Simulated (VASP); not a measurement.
**Rh: single point with PBEsol**

Crystal: Rh.

```xyz
4
Lattice="2.6756 0.0000 0.0000 -1.3378 2.3171 0.0000 0.0000 0.0000 9.1930" Properties=species:S:1:pos:R:3 pbc="T T T"
Rh    0.0000    0.0000    0.0000
Rh    0.0000    1.5447    2.2982
Rh    0.0000    0.0000    4.5965
Rh    1.3378    0.7724    6.8948
```

This isn't the form of Rh at room conditions, which is fcc.

```yaml
Program: VASP 6.6.1
Task: single point
Functional: PBEsol
Potentials_or_basis: VASP PAW PBE potentials, release 64 (Rh_pv)
Cutoff: 520 eV
k_mesh: 18 × 18 × 6
Occupations: gaussian, width 0.15 eV
Spin: no spin polarisation
Dipole_correction: no
Further_INCAR_settings: ALGO = Fast; EDIFF = 1e-06; NBANDS = 38
```

The pressure is -12.5 GPa and the band gap on the k mesh is zero (bands 30 and 31 overlap by 1.94 eV).

Stress tensor (GPa, compression positive):
```
 -7.26   0.00   0.00
  0.00  -7.26   0.00
  0.00   0.00 -23.05
```

Levels at points of the mesh, in eV from the Fermi level:
```csv
k point,band 26,band 27,band 28,band 29,band 30,band 31,band 32,band 33,band 34,band 35
"(0.00, 0.00, 0.00)",-2.53,-2.53,-1.15,-1.15,-0.60,-0.60,-0.29,-0.29,0.21,0.37
"(0.50, 0.00, 0.00)",0.47,0.47,0.76,0.78,0.84,0.88,0.95,1.33,2.26,4.23
"(0.00, 0.00, 0.50)",-2.65,-1.43,-1.43,-0.92,-0.92,-0.92,-0.92,0.10,0.10,0.10
"(0.50, 0.00, 0.50)",-0.93,-0.11,-0.11,0.78,0.78,0.93,0.93,2.82,2.82,4.15
```

It took 3.8 min on 1 thread of Intel(R) Xeon(R) Platinum 8488C (Sapphire Rapids), on a shared host, peak memory 0.32 GiB.

Caveat: the stress differs along the axes, from -23 to -7 GPa; the PAW data sets were made with another functional, which shifts forces and pressure a little.
